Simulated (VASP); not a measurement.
Input of a VASP 6.6.1 run:

Contents of INCAR:

```
PREC = Accurate ; ENCUT = 520
EDIFF = 1E-6 ; ISMEAR = 0
SIGMA = 0.15 ; LREAL = F
LASPH = T ; NELM = 100
ALGO = Normal ; ISIF = 2
LWAVE = F ; LCHARG = T
GGA = PE ; LELF = T
LVHAR = T ; NBANDS = 14
```

KPOINTS

```
Automatic mesh
0
Gamma
  20 20 20
```

The input POSCAR:

```
HfN
1.0
    0.0000000000      1.9734182698      2.9601274048
    1.9734182698      0.0000000000      2.9601274048
    1.9734182698      1.9734182698      0.0000000000
Hf N
1 1
Direct
    0.0000000000      0.0000000000      0.0000000000
    0.5000000000      0.5000000000      0.5000000000
```

Potentials or basis: VASP PAW PBE potentials, release 64 (Hf_pv, N).

Run with:

```sh
$ cat potpaw_PBE.64/Hf_pv/POTCAR potpaw_PBE.64/N/POTCAR > POTCAR
$ mpirun -np 1 vasp_std > vasp.out
```

(1) Estimate the band gap on the k mesh.

(2) Predict the pressure.

Answers

(1) zero (an odd number of electrons rules out a gap without spin polarisation).

(2) 90.9 GPa.

Caveat: the cell stands under pressure; spin-orbit coupling is left out, which moves the levels of the heavy elements.
